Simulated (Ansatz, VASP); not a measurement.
## Two plane-wave programs on BN

```xyz
8
Lattice="-2.5040 0.0000 0.0000 -1.2520 -2.1685 0.0000 0.0000 0.0000 16.3224" Properties=species:S:1:pos:R:3 pbc="T T T"
B    -1.2520   -0.7228   11.6571
B    -1.2520   -0.7228    4.9959
B    -2.5040   -1.4457    1.6653
B    -2.5040   -1.4457    8.3265
N    -1.2520   -0.7228    1.6653
N    -1.2520   -0.7228    8.3265
N    -2.5040   -1.4457   11.6571
N    -2.5040   -1.4457    4.9959
```

Alike in both runs: task single point; functional PBE; dispersion D3(BJ); k mesh 10 × 10 × 2; occupations gaussian, width 0.05 eV; no spin polarisation.

|  | VASP | Ansatz |
| --- | --- | --- |
| version | VASP 6.6.1 | Ansatz 0.2.0 |
| potentials or method | VASP PAW PBE potentials, release 64 (B, N), cutoff 520 eV | scalar-relativistic, plane waves, PAW |
| valence electrons in the cell | 32 | 32 |

Ansatz gave:

```
gap on the k mesh at the Fermi level (eV)                     : 4.34
least direct gap on the mesh (eV)                             : 4.74
pressure (GPa)                                                : 0.7
traceless stress, the component that is largest in VASP (GPa) : -0.82
rms of the force components (eV/Å)                            : 0.009
```

Problem. Which values does VASP return?

Solution. gap on the k mesh at the Fermi level (eV): 4.33; least direct gap on the mesh (eV): 4.73; pressure (GPa): 0.7; traceless stress, the component that is largest in VASP (GPa): -0.99; rms of the force components (eV/Å): 0.010.

Atom by atom the forces differ by 0.000 eV/Å (rms over components).
